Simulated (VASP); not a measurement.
# Mg (Fd-3m) in VASP: further runs

Runs on Mg. Level: BLYP. Tasks: single point, relaxation of cell and atoms.

All numbers are computed with VASP 6.6.1; they aren't measurements. Logs are shortened: lines on timing, memory, paths and dates and some standing lists are left out, and cuts for length are marked.

## (1) The cell of the first run

It takes space group Fd-3m (No. 227, cubic). The conventional cell has a = 7.410 Å, b = 7.410 Å, c = 7.410 Å, α = 90.00°, β = 90.00°, γ = 90.00°. Within 4.2 Å of Mg (site symmetry -43m) lie 4 Mg at 3.21 Å.

This isn't the form of Mg at room conditions, which is hcp.

## (2) Single point, BLYP (50.86 Å³/atom)

Input file INCAR:

```
SYSTEM = Mg
  AGGAC = 1.0
  AGGAX = 1.0
  ALDAC = 0.0
  ALDAX = 1.0
  ALGO = Normal
  EDIFF = 1E-7
  ENCUT = 520
  GGA = B5
  ISIF = 2
  ISMEAR = -1
  LASPH = .TRUE.
  LCHARG = .TRUE.
  LELF = .TRUE.
  LREAL = .FALSE.
  LVHAR = .TRUE.
  LWAVE = .FALSE.
  NBANDS = 9
  NELM = 60
  PREC = Accurate
  SIGMA = 0.1
```

Input file KPOINTS:

```
k-points
0
G
  9 9 9
  0 0 0
```

Input file POSCAR:

```
Mg
1.0
    0.0000000000      3.7049455875      3.7049455875
    3.7049455875      0.0000000000      3.7049455875
    3.7049455875      3.7049455875      0.0000000000
Mg
2
Direct
    0.1250000000      0.1250000000      0.1250000000
    0.8750000000      0.8750000000      0.8750000000
```

Potentials or basis: VASP PAW PBE potentials, release 64 (Mg).

Run with:

```
cat potpaw_PBE.64/Mg/POTCAR > POTCAR
mpirun -np 1 vasp_std > vasp.out
```

OUTCAR:

```text
SYSTEM = Mg
   EDIFF = 1E-7
   ENCUT = 520
   GGA = B5
   ISIF = 2
   ISMEAR = -1
   LASPH = .TRUE.
   LREAL = .FALSE.
   NELM = 60
   PREC = Accurate

 ion  position               nearest neighbor table
   1  0.125  0.125  0.125-   2 3.21   2 3.21   2 3.21   2 3.21
   2  0.875  0.875  0.875-   1 3.21   1 3.21   1 3.21   1 3.21

  LATTYP: Found a face centered cubic cell.
 ALAT       =     7.4098911750

  Lattice vectors:

 A1 = (   0.0000000000,   3.7049455875,   3.7049455875)
 A2 = (   3.7049455875,   0.0000000000,   3.7049455875)
 A3 = (   3.7049455875,   3.7049455875,   0.0000000000)

Analysis of symmetry for initial positions (statically):
=====================================================================
 Subroutine PRICEL returns:
 Original cell was already a primitive cell.

 Routine SETGRP: Setting up the symmetry group for a
 face centered cubic supercell.

 Subroutine GETGRP returns: Found 48 space group operations
 (whereof 12 operations were pure point group operations)
 out of a pool of 48 trial point group operations.

The static configuration has the point symmetry D_3d.
 The point group associated with its full space group is O_h .

Analysis of symmetry for dynamics (positions and initial velocities):
=====================================================================
 Subroutine PRICEL returns:
 Original cell was already a primitive cell.

 Routine SETGRP: Setting up the symmetry group for a
 face centered cubic supercell.

 Subroutine GETGRP returns: Found 48 space group operations
 (whereof 12 operations were pure point group operations)
 out of a pool of 48 trial point group operations.

The dynamic configuration has the point symmetry D_3d.
 The point group associated with its full space group is O_h .

 Subroutine INISYM returns: Found 48 space group operations
 (whereof 12 operations are pure point group operations),
 and found     1 'primitive' translations

----------------------------------------------------------------------------------------

                                     Primitive cell

  volume of cell :     101.7128

  direct lattice vectors                    reciprocal lattice vectors
     0.000000000  3.704945588  3.704945588    -0.134954749  0.134954749  0.134954749
     3.704945588  0.000000000  3.704945588     0.134954749 -0.134954749  0.134954749
     3.704945588  3.704945588  0.000000000     0.134954749  0.134954749 -0.134954749

  length of vectors
     5.239584298  5.239584298  5.239584298     0.233748481  0.233748481  0.233748481

  position of ions in fractional coordinates (direct lattice)
     0.125000000  0.125000000  0.125000000
     0.875000000  0.875000000  0.875000000

  ion indices of the primitive-cell ions
   primitive index   ion index
                 1           1
                 2           2

----------------------------------------------------------------------------------------

 KPOINTS: k-points

Automatic generation of k-mesh.
 Grid dimensions read from file:
 generate k-points for:    9    9    9

 Generating k-lattice:

  Cartesian coordinates                     Fractional coordinates (reciprocal lattice)
    -0.014994972  0.014994972  0.014994972     0.111111111  0.000000000  0.000000000
     0.014994972 -0.014994972  0.014994972     0.000000000  0.111111111  0.000000000
     0.014994972  0.014994972 -0.014994972     0.000000000  0.000000000  0.111111111

  Length of vectors
     0.025972053  0.025972053  0.025972053

  Shift w.r.t. Gamma in fractional coordinates (k-lattice)
     0.000000000  0.000000000  0.000000000

 Subroutine IBZKPT returns following result:
 ===========================================

 Found     35 irreducible k-points:

 Following reciprocal coordinates:
            Coordinates               Weight
  0.000000  0.000000  0.000000      1.000000
  0.111111  0.000000  0.000000      8.000000
  0.222222  0.000000  0.000000      8.000000
  0.333333  0.000000  0.000000      8.000000
  0.444444  0.000000  0.000000      8.000000
  0.111111  0.111111  0.000000      6.000000
[... 16 lines left out ...]
 -0.333333  0.333333  0.000000     12.000000
  0.444444  0.444444  0.000000      6.000000
 [... further k-points ...]
   k-points           NKPTS =     35   k-points in BZ     NKDIM =     35   number of bands    NBANDS=      9
   number of dos      NEDOS =    301   number of ions     NIONS =      2
   total plane-waves  NPLWV =  64000
   dimension x,y,z NGX =    40 NGY =   40 NGZ =   40
   dimension x,y,z NGXF=    80 NGYF=   80 NGZF=   80
   ions per type =               2
   NGX,Y,Z   is equivalent  to a cutoff of  12.69, 12.69, 12.69 a.u.
   NGXF,Y,Z  is equivalent  to a cutoff of  25.38, 25.38, 25.38 a.u.
 SYSTEM =  Mg
   PREC   = accura    normal or accurate (medium, high low for compatibility)
   ISTART =      0    job   : 0-new  1-cont  2-samecut
   ICHARG =      2    charge: 1-file 2-atom 10-const
   ISPIN  =      1    spin polarized calculation?
   LNONCOLLINEAR =      F non collinear calculations
   LSORBIT =      F    spin-orbit coupling
   LASPH  =      T    aspherical Exc in radial PAW
   ENCUT  =  520.0 eV  38.22 Ry    6.18 a.u.   9.74  9.74  9.74*2*pi/ulx,y,z
   NELM   =     60;   NELMIN=  2; NELMDL= -5     # of ELM steps
   EDIFF  = 0.1E-06   stopping-criterion for ELM
   LREAL  =      F    real-space projection
   EDIFFG = 0.1E-05   stopping-criterion for IOM
   NSW    =      0    number of steps for IOM
   IBRION =     -1    ionic relax: 0-MD 1-quasi-New 2-CG
   NFREE  =      0    steps in history (QN), initial steepest desc. (CG)
   ISIF   =      2    stress and relaxation
   ISYM   =      2    0-nonsym 1-usesym 2-fastsym
   POTIM  = 0.5000    time-step for ionic-motion
   TEBEG  =    0.0;   TEEND  =   0.0 temperature during run
   PSTRESS=    0.0 pullay stress
   NELECT =       4.0000    total number of electrons
   NUPDOWN=      -1.0000    fix difference up-down
   EMIN   =  10.00;   EMAX   =-10.00  energy-range for DOS
   EFERMI =   0.00;   METHOD = LEGACY
   ISMEAR =    -1;   SIGMA  =   0.10  broadening in eV -4-tet -1-fermi 0-gaus
   EFERMI_NEDOS =   21; number of points for ismear=-14 and -15
   IALGO  =     38    algorithm
   IMIX   =      4    mixing-type and parameters
     AMIX     =   0.40;   BMIX     =  1.00
     AMIX_MAG =   1.60;   BMIX_MAG =  1.00
  volume/ion in A,a.u.               =      50.86       343.20
  Fermi-wavevector in a.u.,A,eV,Ry     =   0.556719  1.052047  4.216941  0.309936
  Thomas-Fermi vector in A             =   1.591007
   LORBIT       =      0    0 simple, 1 ext, 2 COOP (PROOUT), +10 PAW based schemes
   GGA     = B5    functional components
   LHFCALC =     F    Hartree Fock is set to
   AEXX    =    0.0000 exact exchange contribution
   IVDW    =     0    specifies the selected vdW correction
   LEPSILON=     F    determine dielectric tensor
   LRPA    =     F    only Hartree local field effects (RPA)
 non-spin polarized calculation
  energy-cutoff  :      520.00
  volume of cell :      101.71
 maximum number of plane-waves:      2761
   NGX = 19   NGY = 19   NGZ = 19

 number of electron       4.0000000 magnetization

 Free energy of the ion-electron system (eV)
  ---------------------------------------------------
  ext. energy  EPLUGINS =         0.00000000
  ---------------------------------------------------
  free energy    TOTEN  =        -0.57812000 eV

  energy without entropy =       -0.52586762  energy(sigma->0) =       -0.55199381

 E-fermi :   0.0346     XC(G=0):  -5.4203

 val. band max:        0.0178189569   @ k =  -0.3333   0.4444   0.1111
 cond. band min:       0.0391233124   @ k =  -0.3333   0.4444   0.2222
 fundamental gap:      0.0213043556
 Fermi energy:         0.0346266548

 k-point     1 :       0.0000    0.0000    0.0000
  band No.  band energies     occupation
      1      -4.4331      2.00000
      2       2.5413      0.00000
      3       2.5413      0.00000
      4       2.5413      0.00000
      5       3.7092      0.00000
      6       3.7092      0.00000
      7       3.7092      0.00000
      8       3.7221      0.00000
      9       6.0949      0.00000

 k-point     2 :       0.1111    0.0000    0.0000
  band No.  band energies     occupation
      1      -4.3431      2.00000
      2       1.6299      0.00000
      3       2.3836      0.00000
      4       2.3836      0.00000
      5       3.5440      0.00000
      6       3.9304      0.00000
      7       3.9304      0.00000
      8       4.5991      0.00000
      9       6.2096      0.00000

 k-point     3 :       0.2222    0.0000    0.0000
  band No.  band energies     occupation
      1      -4.0784      2.00000
      2       0.3962      0.05240
      3       2.1253      0.00000
      4       2.1253      0.00000
      5       3.2433      0.00000
      6       4.2174      0.00000
      7       4.2174      0.00000
      8       5.7689      0.00000
      9       6.0655      0.00000

 k-point     4 :       0.3333    0.0000    0.0000
  band No.  band energies     occupation
      1      -3.6650      2.00000
      2      -0.7028      1.99875
      3       1.9309      0.00000
      4       1.9309      0.00000
      5       3.0046      0.00000
      6       4.1837      0.00000
      7       4.1837      0.00000
      8       6.3666      0.00000
      9       6.6312      0.00000
[... 205 lines left out ...]
 k-point    22 :      -0.4444    0.3333    0.0000
  band No.  band energies     occupation
      1      -2.5086      2.00000
      2      -1.6264      2.00000
      3       0.0428      0.95902
      4       1.0382      0.00009
      5       2.6948      0.00000
      6       4.1959      0.00000
      7       6.3221      0.00000
      8       6.3804      0.00000
      9       7.5457      0.00000

 k-point    23 :      -0.3333    0.3333    0.0000
  band No.  band energies     occupation
      1      -2.6068      2.00000
      2      -1.5184      2.00000
      3      -0.1723      1.77585
      4       1.2509      0.00001
      5       2.9236      0.00000
      6       5.4610      0.00000
      7       5.9151      0.00000
      8       6.2225      0.00000
      9       6.3396      0.00000

 k-point    24 :       0.4444    0.4444    0.0000
  band No.  band energies     occupation
      1      -2.5756      2.00000
      2      -1.6082      2.00000
      3       0.8395      0.00064
      4       0.8395      0.00064
      5       2.3717      0.00000
      6       2.5745      0.00000
      7       7.6475      0.00000
      8       7.6475      0.00000
      9       8.6051      0.00000

 [... further k-points ...]
[... 5 lines left out ...]
  --------------------------------------------------------------------------------------
  -------------------------------------------------------------------------------------
  Total       -0.3637393     -0.3637393     -0.3637393     -0.0000000     -0.0000000      0.0000000
  in kB       -5.7296130     -5.7296130     -5.7296130     -0.0000000     -0.0000000      0.0000000
  external PRESSURE =      -5.7296130 kB  Pullay stress =       0.0000000 kB

 VOLUME and BASIS-vectors are now :
 -----------------------------------------------------------------------------
  energy-cutoff  :      520.00
  volume of cell :      101.71
      direct lattice vectors                 reciprocal lattice vectors
     0.000000000  3.704945588  3.704945588    -0.134954749  0.134954749  0.134954749
     3.704945588  0.000000000  3.704945588     0.134954749 -0.134954749  0.134954749
     3.704945588  3.704945588  0.000000000     0.134954749  0.134954749 -0.134954749

 POSITION                                       TOTAL-FORCE (eV/Angst)
 -----------------------------------------------------------------------------------
      0.92624      0.92624      0.92624         0.000000     -0.000000      0.000000
      6.48365      6.48365      6.48365        -0.000000      0.000000     -0.000000
 -----------------------------------------------------------------------------------
    total drift:                                0.000000      0.000000      0.000000

  FREE ENERGIE OF THE ION-ELECTRON SYSTEM (eV)
  ---------------------------------------------------
  free  energy   TOTEN  =        -0.5781200030 eV

  energy  without entropy=       -0.5258676153  energy(sigma->0) =       -0.55199381
```

It took 70 s on 1 thread of Intel Xeon 8259CL, shared host; peak memory 0.24 GiB.

Results:

- Free energy: -0.5781 eV
- Pressure: -0.6 GPa
- Band gap on the k mesh: zero (bands 2 and 3 overlap by 2.71 eV)

Caveat: the PAW data sets were made with another functional, which shifts forces and pressure a little.

## (3) Relaxation of cell and atoms, BLYP

This run uses another cell than the first one, of 31.37 Å³/atom.

Input file INCAR:

```
SYSTEM = Mg
  AGGAC = 1.0
  AGGAX = 1.0
  ALDAC = 0.0
  ALDAX = 1.0
  ALGO = Normal
  EDIFF = 1E-6
  EDIFFG = -0.01
  ENCUT = 600
  GGA = B5
  IBRION = 2
  ISIF = 3
  ISMEAR = -1
  LASPH = .TRUE.
  LCHARG = .FALSE.
  LREAL = .FALSE.
  LWAVE = .FALSE.
  NELM = 80
  NSW = 80
  PREC = Accurate
  SIGMA = 0.1
```

KPOINTS is that of step 2.

Input file POSCAR:

```
Mg
1.0
    0.0000000000      3.1538244874      3.1538244874
    3.1538244874      0.0000000000      3.1538244874
    3.1538244874      3.1538244874      0.0000000000
Mg
2
Direct
    0.1250000000      0.1250000000      0.1250000000
    0.8750000000      0.8750000000      0.8750000000
```

Potentials or basis: VASP PAW PBE potentials, release 64 (Mg).

Run with:

```
cat potpaw_PBE.64/Mg/POTCAR > POTCAR
mpirun -np 1 vasp_std > vasp.out
```

It took 2.3 min on 1 thread of Intel Xeon 8259CL, shared host; peak memory 0.21 GiB.

The run converged. Its results:

```yaml
Free_energy: -0.5993 eV
Relaxed_volume: 45.40 Å³/atom
Relaxed_cell: a = 5.045 Å, b = 5.045 Å, c = 5.045 Å, α = 60.00°, β = 60.00°, γ = 60.00°
Space_group_after_relaxing_to_0.1_Å: Fd-3m (No. 227)
Energy_gained_by_relaxing: 186.3 meV/atom
Ionic_steps: 5
Pressure_after_relaxing: 0.0 GPa
Band_gap_on_the_k_mesh: zero (bands 2 and 3 overlap by 3.04 eV)
```

The path:
| step | energy change (eV) | largest force (eV/Å) | pressure (GPa) | volume (Å³) |
| --- | --- | --- | --- | --- |
| 1 | 0.0000 | 0.0000 | 5.88 | 62.74 |
| 2 | -0.2697 | 0.0000 | 2.34 | 73.78 |
| 3 | -0.3615 | 0.0000 | 0.59 | 84.51 |
| 4 | -0.3718 | 0.0000 | 0.14 | 89.12 |
| 5 | -0.3726 | 0.0000 | 0.01 | 90.80 |

Final structure:
```yaml
crystal:
  lattice:
    - [0.00000, 3.56736, 3.56736]
    - [3.56736, 0.00000, 3.56736]
    - [3.56736, 3.56736, 0.00000]
  atoms:
    - { symbol: Mg, position: [0.12500, 0.12500, 0.12500] }
    - { symbol: Mg, position: [0.87500, 0.87500, 0.87500] }
```

Levels at points of the mesh, in eV from the Fermi level:
```
           k point  band 1  band 2  band 3  band 4  band 5  band 6
(0.00, 0.00, 0.00)   -4.71    2.75    2.75    2.75    3.93    3.93
```

Caveat: the volume moved by over 15 % at a fixed basis, so the end points are rough; the PAW data sets were made with another functional, which shifts forces and pressure a little.

## (4) Single point, BLYP

This run uses another cell than the first one, of 45.41 Å³/atom.

Input file INCAR:

```
SYSTEM = Mg
PREC = Accurate ; ENCUT = 520
EDIFF = 1E-6 ; ISMEAR = -1
SIGMA = 0.1 ; LREAL = .False.
LASPH = .True. ; NELM = 100
ALGO = Normal ; ISIF = 2
LWAVE = .False. ; LCHARG = .False.
GGA = B5 ; ALDAX = 1.0
AGGAX = 1.0 ; AGGAC = 1.0
ALDAC = 0.0 ; NBANDS = 9
```

Input file KPOINTS:

```
regular mesh
0
Gamma
  13 13 13
  0 0 0
```

Input file POSCAR:

```
Mg
1.0
    0.0000000000      3.5675972999      3.5675972999
    3.5675972999      0.0000000000      3.5675972999
    3.5675972999      3.5675972999      0.0000000000
Mg
2
Direct
    0.1250000000      0.1250000000      0.1250000000
    0.8750000000      0.8750000000      0.8750000000
```

Run with:

```
cat potpaw_PBE.64/Mg/POTCAR > POTCAR
mpirun -np 1 vasp_std > vasp.out
```

Run time: 86 s. Hardware: 1 thread of Intel Xeon 8259CL, shared host; peak memory 0.26 GiB.

It converged, with:

| Property | Result |
| --- | --- |
| Free energy | -0.5993 eV |
| Pressure | 0.0 GPa |
| Band gap on the k mesh | zero (bands 2 and 3 overlap by 3.02 eV) |

Levels at points of the mesh, in eV from the Fermi level:
```csv
k point,band 1,band 2,band 3,band 4,band 5,band 6
"(0.00, 0.00, 0.00)",-4.72,2.75,2.75,2.75,3.93,3.93
```

Caveat: the PAW data sets were made with another functional, which shifts forces and pressure a little.

## (5) Summary

| task | cell | k mesh | cutoff (eV) | gap on the mesh (eV) | pressure (GPa) |
| --- | --- | --- | --- | --- | --- |
| single point | a = 5.240 Å, angles 60.0°, 2 atoms | 9 × 9 × 9 | 520 | none | -0.6 |
| relaxation of cell and atoms | relaxed from a = 4.460 Å, angles 60.0°, 2 atoms | 9 × 9 × 9 | 600 | none | 0.0 |
| single point | a = 5.045 Å, angles 60.0°, 2 atoms | 13 × 13 × 13 | 520 | none | 0.0 |

Alike in all rows: level BLYP; potentials or basis VASP PAW PBE potentials, release 64 (Mg); no spin polarisation; smearing fermi-dirac 0.1 eV.

Caveats: the PAW data sets were made with another functional, which shifts forces and pressure a little; the volume moved by over 15 % at a fixed basis, so the end points are rough (at least some runs).

Absolute energies hang on the potentials; compare differences alone.

The gap in the log of VASP goes by the Fermi energy; the results here count the filled bands.